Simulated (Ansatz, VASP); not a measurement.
**AlN: VASP beside Ansatz**

```xyz
2
Lattice="-0.0198 1.9681 1.9681 1.9681 -0.0198 1.9681 1.9681 1.9681 -0.0198" Properties=species:S:1:pos:R:3 pbc="T T T"
Al    0.0000    0.0000    0.0000
N     1.9582    1.9582    1.9582
```

Change from the starting cell: equal xy, yz and zx shear strains of -1 %, crystal datasets.

Alike in both runs: task electric field gradients; functional LDA; k mesh 10 × 10 × 10; occupations fermi-dirac, width 0.02 eV; no spin polarisation.

```csv
,VASP,Ansatz
version,VASP 6.6.1,Ansatz 0.2.0
potentials or method,"VASP PAW LDA potentials, release 64 (Al, N), cutoff 520 eV","all-electron PAW with datasets made for the crystal, scalar-relativistic"
```

|  | VASP | Ansatz | Ansatz less VASP |
| --- | --- | --- | --- |
| gap on the k mesh at the Fermi level (eV) | 4.77 | 4.78 | +0.008 |
| pressure (GPa) | 13.3 | 12.5 | -0.78 |
| traceless stress, the component that is largest in VASP (GPa) | 3.40 | 3.40 | 0.000 |
| size of Vzz on the site where it differs most (V/Å²) | 0.3 | 0.7 | +0.42 |

LDA's correlation is that of Perdew and Zunger in VASP and of Perdew and Wang (1992) in Ansatz. Ansatz ran all-electron here, and VASP with PAW potentials.
